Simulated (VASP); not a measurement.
# Pt (Cmcm) in VASP: a series of runs, part 3 of 3

VASP 6.6.1. Earlier steps stand in the parts before.

### Step 5. Single point, PBEsol (strain -0.0300 x Voigt [1, -1, 0, 0, 0, 0])

Input file INCAR:

```
SYSTEM = Pt
PREC = Accurate
ENCUT = 520
EDIFF = 1E-6
ISMEAR = 0
SIGMA = 0.15
LREAL = .False.
LASPH = .True.
NELM = 100
ALGO = Fast
ISIF = 2
LWAVE = .False.
LCHARG = .False.
GGA = PS
NBANDS = 17
```

Input file KPOINTS:

```
regular mesh
0
Gamma
  18 18 10
  0 0 0
```

Input file POSCAR:

```
Pt
1.0
    2.6778456473      0.0000000000      0.0000000000
   -1.3389228237      2.4625307513      0.0000000000
    0.0000000000      0.0000000000      4.7921340000
Pt
2
Direct
    0.6666666667      0.3333333333      0.7500000000
    0.3333333333      0.6666666667      0.2500000000
```

Potentials or basis: VASP PAW PBE potentials, release 64 (Pt).

On the command line:

```bash
$ cat potpaw_PBE.64/Pt/POTCAR > POTCAR
$ mpirun -np 1 vasp_std > vasp.out
```

OUTCAR:

```text
SYSTEM = Pt
   PREC = Accurate
   ENCUT = 520
   EDIFF = 1E-6
   ISMEAR = 0
   LREAL = .False.
   LASPH = .True.
   NELM = 100
   ISIF = 2
   GGA = PS

 ion  position               nearest neighbor table
   1  0.667  0.333  0.750-   2 2.86   2 2.86   2 2.86   2 2.86   2 2.90   2 2.90
   2  0.333  0.667  0.250-   1 2.86   1 2.86   1 2.86   1 2.86   1 2.90   1 2.90

  LATTYP: Found a base centered orthorhombic cell.
 ALAT       =     2.6778456473
 B/A-ratio  =     1.8391879710
 C/A-ratio  =     1.7895482530

  Lattice vectors:

 A1 = (   1.3389228237,  -2.4625307513,   0.0000000000)
 A2 = (   1.3389228236,   2.4625307513,   0.0000000000)
 A3 = (   0.0000000000,   0.0000000000,   4.7921340000)

Analysis of symmetry for initial positions (statically):
=====================================================================
 Subroutine PRICEL returns:
 Original cell was already a primitive cell.

 Routine SETGRP: Setting up the symmetry group for a
 base centered orthorhombic supercell.

 Subroutine GETGRP returns: Found  8 space group operations
 (whereof  4 operations were pure point group operations)
 out of a pool of  8 trial point group operations.

The static configuration has the point symmetry C_2h.
 The point group associated with its full space group is D_2h.

Analysis of symmetry for dynamics (positions and initial velocities):
=====================================================================
 Subroutine PRICEL returns:
 Original cell was already a primitive cell.

 Routine SETGRP: Setting up the symmetry group for a
 base centered orthorhombic supercell.

 Subroutine GETGRP returns: Found  8 space group operations
 (whereof  4 operations were pure point group operations)
 out of a pool of  8 trial point group operations.

The dynamic configuration has the point symmetry C_2h.
 The point group associated with its full space group is D_2h.

 Subroutine INISYM returns: Found  8 space group operations
 (whereof  4 operations are pure point group operations),
 and found     1 'primitive' translations

----------------------------------------------------------------------------------------

                                     Primitive cell

  volume of cell :      31.6007

  direct lattice vectors                    reciprocal lattice vectors
     2.677845647  0.000000000  0.000000000     0.373434519  0.203043150  0.000000000
    -1.338922824  2.462530751  0.000000000     0.000000000  0.406086299  0.000000000
     0.000000000  0.000000000  4.792134000     0.000000000  0.000000000  0.208675300

  length of vectors
     2.677845647  2.802993405  4.792134000     0.425064537  0.406086299  0.208675300

  position of ions in fractional coordinates (direct lattice)
     0.666666667  0.333333333  0.750000000
     0.333333333  0.666666667  0.250000000

  ion indices of the primitive-cell ions
   primitive index   ion index
                 1           1
                 2           2

----------------------------------------------------------------------------------------

 KPOINTS: regular mesh

Automatic generation of k-mesh.
 Grid dimensions read from file:
 generate k-points for:   18   18   10

 Generating k-lattice:

  Cartesian coordinates                     Fractional coordinates (reciprocal lattice)
     0.020746362  0.011280175  0.000000000     0.055555556 -0.000000000  0.000000000
     0.000000000  0.022560350  0.000000000     0.000000000  0.055555556  0.000000000
     0.000000000  0.000000000  0.020867530     0.000000000  0.000000000  0.100000000

  Length of vectors
     0.023614696  0.022560350  0.020867530

  Shift w.r.t. Gamma in fractional coordinates (k-lattice)
     0.000000000  0.000000000  0.000000000

 Subroutine IBZKPT returns following result:
 ===========================================

 Found    546 irreducible k-points:

 Following reciprocal coordinates:
            Coordinates               Weight
  0.000000  0.000000  0.000000      1.000000
  0.055556  0.000000  0.000000      4.000000
  0.111111  0.000000  0.000000      4.000000
  0.166667 -0.000000  0.000000      4.000000
  0.222222  0.000000  0.000000      4.000000
  0.277778  0.000000  0.000000      4.000000
[... 16 lines left out ...]
 -0.333333  0.055556  0.000000      4.000000
 -0.277778  0.055556  0.000000      4.000000
 [... further k-points ...]
   k-points           NKPTS =    546   k-points in BZ     NKDIM =    546   number of bands    NBANDS=     17
   number of dos      NEDOS =    301   number of ions     NIONS =      2
   total plane-waves  NPLWV =  17280
   dimension x,y,z NGX =    20 NGY =   24 NGZ =   36
   dimension x,y,z NGXF=    40 NGYF=   48 NGZF=   72
   ions per type =               2
   NGX,Y,Z   is equivalent  to a cutoff of  12.42, 14.23, 12.49 a.u.
   NGXF,Y,Z  is equivalent  to a cutoff of  24.83, 28.47, 24.98 a.u.
 SYSTEM =  Pt
   PREC   = accura    normal or accurate (medium, high low for compatibility)
   ISTART =      0    job   : 0-new  1-cont  2-samecut
   ICHARG =      2    charge: 1-file 2-atom 10-const
   ISPIN  =      1    spin polarized calculation?
   LNONCOLLINEAR =      F non collinear calculations
   LSORBIT =      F    spin-orbit coupling
   LASPH  =      T    aspherical Exc in radial PAW
   ENCUT  =  520.0 eV  38.22 Ry    6.18 a.u.   4.98  5.21  8.91*2*pi/ulx,y,z
   NELM   =    100;   NELMIN=  2; NELMDL= -5     # of ELM steps
   EDIFF  = 0.1E-05   stopping-criterion for ELM
   LREAL  =      F    real-space projection
   EDIFFG = 0.1E-04   stopping-criterion for IOM
   NSW    =      0    number of steps for IOM
   IBRION =     -1    ionic relax: 0-MD 1-quasi-New 2-CG
   NFREE  =      0    steps in history (QN), initial steepest desc. (CG)
   ISIF   =      2    stress and relaxation
   ISYM   =      2    0-nonsym 1-usesym 2-fastsym
   POTIM  = 0.5000    time-step for ionic-motion
   TEBEG  =    0.0;   TEEND  =   0.0 temperature during run
   PSTRESS=    0.0 pullay stress
   NELECT =      20.0000    total number of electrons
   NUPDOWN=      -1.0000    fix difference up-down
   EMIN   =  10.00;   EMAX   =-10.00  energy-range for DOS
   EFERMI =   0.00;   METHOD = LEGACY
   ISMEAR =     0;   SIGMA  =   0.15  broadening in eV -4-tet -1-fermi 0-gaus
   EFERMI_NEDOS =   21; number of points for ismear=-14 and -15
   IALGO  =     68    algorithm
   IMIX   =      4    mixing-type and parameters
     AMIX     =   0.40;   BMIX     =  1.00
     AMIX_MAG =   1.60;   BMIX_MAG =  1.00
  volume/ion in A,a.u.               =      15.80       106.63
  Fermi-wavevector in a.u.,A,eV,Ry     =   1.405571  2.656144 26.880074  1.975630
  Thomas-Fermi vector in A             =   2.528019
   LORBIT       =      0    0 simple, 1 ext, 2 COOP (PROOUT), +10 PAW based schemes
   GGA     = PS    functional components
   LHFCALC =     F    Hartree Fock is set to
   AEXX    =    0.0000 exact exchange contribution
   IVDW    =     0    specifies the selected vdW correction
   LEPSILON=     F    determine dielectric tensor
   LRPA    =     F    only Hartree local field effects (RPA)
 non-spin polarized calculation
 RMM-DIIS sequential band-by-band and
 Gauss-broadening in eV      SIGMA  =   0.15
  energy-cutoff  :      520.00
  volume of cell :       31.60
 maximum number of plane-waves:       864
   NGX =  9   NGY = 11   NGZ = 17

 number of electron      20.0000002 magnetization

 Free energy of the ion-electron system (eV)
  ---------------------------------------------------
  ext. energy  EPLUGINS =         0.00000000
  ---------------------------------------------------
  free energy    TOTEN  =       -13.73166604 eV

  energy without entropy =      -13.68817048  energy(sigma->0) =      -13.70991826

 E-fermi :  10.1889     XC(G=0): -13.3462

 val. band max:       10.1867187909   @ k =   0.0556   0.3889   0.5000
 cond. band min:      10.1904894358   @ k =   0.3333   0.1667   0.1000
 fundamental gap:      0.0037706449
 Fermi energy:        10.1888833748

 k-point     1 :       0.0000    0.0000    0.0000
  band No.  band energies     occupation
      1       0.4367      2.00000
      2       3.0964      2.00000
      3       6.1949      2.00000
      4       6.2630      2.00000
      5       6.6951      2.00000
      6       7.3094      2.00000
[... 9 lines left out ...]
     16      27.4464      0.00000
     17      30.6461      0.00000
[... 443 lines left out ...]
      1       2.5874      2.00000
      2       4.5621      2.00000
      3       5.7790      2.00000
      4       6.0632      2.00000
      5       6.5277      2.00000
      6       7.2172      2.00000
[... 9 lines left out ...]
     16      26.2939      0.00000
     17      28.5078      0.00000

 [... further k-points ...]

------------------------ aborting loop because EDIFF is reached ----------------------------------------

  FORCE on cell =-STRESS in cart. coord.  units (eV):
  Direction    XX          YY          ZZ          XY          YZ          ZX
  --------------------------------------------------------------------------------------
  -------------------------------------------------------------------------------------
  Total       -0.4612177     -3.2427190     -2.2924957      0.0000000      0.0000000      0.0000000
  in kB      -23.3840877   -164.4083004   -116.2312625      0.0000000      0.0000000      0.0000000
  external PRESSURE =    -101.3412169 kB  Pullay stress =       0.0000000 kB

 VOLUME and BASIS-vectors are now :
 -----------------------------------------------------------------------------
  energy-cutoff  :      520.00
  volume of cell :       31.60
      direct lattice vectors                 reciprocal lattice vectors
     2.677845647  0.000000000  0.000000000     0.373434519  0.203043150  0.000000000
    -1.338922824  2.462530751  0.000000000     0.000000000  0.406086299  0.000000000
     0.000000000  0.000000000  4.792134000     0.000000000  0.000000000  0.208675300

 POSITION                                       TOTAL-FORCE (eV/Angst)
 -----------------------------------------------------------------------------------
      1.33892      0.82084      3.59410         0.000000     -0.006704     -0.000000
     -0.00000      1.64169      1.19803        -0.000000      0.006704      0.000000
 -----------------------------------------------------------------------------------
    total drift:                               -0.000000      0.000000     -0.000000

  FREE ENERGIE OF THE ION-ELECTRON SYSTEM (eV)
  ---------------------------------------------------
  free  energy   TOTEN  =       -13.7316660423 eV

  energy  without entropy=      -13.6881704832  energy(sigma->0) =      -13.70991826
```

It took 2 min on 1 thread of AMD EPYC 9R45 (Zen 5), shared host; peak memory 0.31 GiB.

Results:

- Free energy: -13.7317 eV
- Pressure: -10.1 GPa
- Largest force: 0.007 eV/Å
- Band gap on the k mesh: zero (bands 10 and 11 overlap by 1.22 eV)

Forces on the atoms (eV/Å):
```
Pt   0.000 -0.007  0.000
Pt   0.000  0.007  0.000
```

Caveat: the cell differs from its parent crystal (strain -0.0300 x Voigt [1, -1, 0, 0, 0, 0]); the stress differs along the axes, from -16 to -2 GPa; the PAW data sets were made with another functional, which shifts forces and pressure a little; spin-orbit coupling is left out, which moves the levels of the heavy elements.

### Step 6. Summary

| cell | further INCAR settings | gap on the mesh (eV) | pressure (GPa) | largest force (eV/Å) |
| --- | --- | --- | --- | --- |
| a = 2.843, b = 2.720, c = 4.792 Å, angles 90.0, 90.0, 121.5°, 2 atoms | ALGO = Fast; EDIFF = 1e-06; NBANDS = 17 | none | -10.2 | 0.02 |
| a = 2.705, b = 2.789, c = 4.792 Å, angles 90.0, 90.0, 119.0°, 2 atoms | ALGO = Fast; EDIFF = 1e-07; NBANDS = 17 | none | -10.7 | 0.01 |
| a = 2.788, b = 2.747, c = 4.792 Å, angles 90.0, 90.0, 120.5°, 2 atoms | ALGO = Fast; EDIFF = 1e-06; NBANDS = 17 | none | -11.1 | 0.01 |
| a = 2.678, b = 2.803, c = 4.792 Å, angles 90.0, 90.0, 118.5°, 2 atoms | ALGO = Fast; EDIFF = 1e-06; NBANDS = 17 | none | -10.1 | 0.01 |

Alike in all rows: task single point; level PBEsol; potentials or basis VASP PAW PBE potentials, release 64 (Pt); no spin polarisation; k mesh 18 × 18 × 10; cutoff (eV) 520; smearing gaussian 0.15 eV.

Caveats: the PAW data sets were made with another functional, which shifts forces and pressure a little; spin-orbit coupling is left out, which moves the levels of the heavy elements; the stress differs along the axes, from -15 to -4 GPa (at least some runs); the stress differs along the axes, from -15 to -6 GPa (at least some runs); the cell stands under tension (at least some runs); the stress differs along the axes, from -16 to -2 GPa (at least some runs).

Absolute energies hang on the potentials; compare differences alone.
